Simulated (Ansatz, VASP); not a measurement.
**Two plane-wave programs on ZnCu**

```xyz
2
Lattice="2.9269 0.0000 0.0000 0.0000 2.9269 0.0000 0.0000 0.0000 2.9269" Properties=species:S:1:pos:R:3 pbc="T T T"
Zn    1.4634    1.4634    1.4634
Cu    0.0000    0.0000    0.0000
```

Alike in both runs: task single point; functional PBE; k mesh 14 × 14 × 14; occupations gaussian, width 0.1 eV; no spin polarisation.

|  | VASP | Ansatz |
| --- | --- | --- |
| version | VASP 6.6.1 | Ansatz 0.2.0 |
| potentials or method | VASP PAW PBE potentials, release 64 (Zn, Cu), cutoff 520 eV | scalar-relativistic, plane waves, PAW |
| valence electrons in the cell | 23 | 31 |

|  | VASP | Ansatz | Ansatz less VASP |
| --- | --- | --- | --- |
| gap on the k mesh at the Fermi level (eV) | none | none | - |
| pressure (GPa) | 5.2 | 4.7 | -0.53 |

A gap of «none» marks a metal or a gap that the smearing closes. The functional is the same, so the differences come from potentials, cutoffs and numerics. VASP's potentials hold 23 valence electrons a cell and Ansatz's 31, so a difference there can come from the potentials and not from the codes.
